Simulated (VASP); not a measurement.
SnSe (rocksalt type): single point with LDA

The system is SnSe (rocksalt type).

```
Sn Se
1.0
     0.00000    2.54097    2.54097
     2.54097    0.00000    2.54097
     2.54097    2.54097    0.00000
Sn Se
1 1
Direct
  0.00000 0.00000 0.00000
  0.50000 0.50000 0.50000
```

```
Program                : VASP 6.6.1
Task                   : single point
Functional             : LDA
Potentials or basis    : VASP PAW LDA potentials, release 64 (Sn_d, Se)
Cutoff                 : 500 eV
k mesh                 : 14 × 14 × 14
Occupations            : fermi-dirac, width 0.05 eV
Spin                   : no spin polarisation
Dipole correction      : no
Further INCAR settings : ALGO = Normal; EDIFF = 1e-06; NBANDS = 17
```

| Property | Result |
| --- | --- |
| Pressure | 70.2 GPa |
| Band gap on the k mesh | zero (bands 10 and 11 overlap by 0.70 eV) |

Levels at points of the mesh, in eV from the Fermi level:
| k point | band 8 | band 9 | band 10 | band 11 | band 12 | band 13 |
| --- | --- | --- | --- | --- | --- | --- |
| (0.00, 0.00, 0.00) | -4.29 | -4.29 | -2.94 | 4.72 | 4.72 | 4.72 |
| (0.50, 0.00, 0.00) | -3.70 | -3.70 | -1.04 | 0.07 | 0.07 | 2.75 |
| (0.50, 0.50, 0.00) | -7.01 | -7.01 | -6.84 | 0.50 | 8.25 | 8.25 |

Run time: 87 s on 1 thread of Intel Xeon 8259CL, with other jobs on the host, peak memory 0.18 GiB.

Caveat: the cell stands under pressure; semilocal functionals underestimate gaps, so a narrow gap can read as zero; spin-orbit coupling is left out, which moves the levels of the heavy elements.
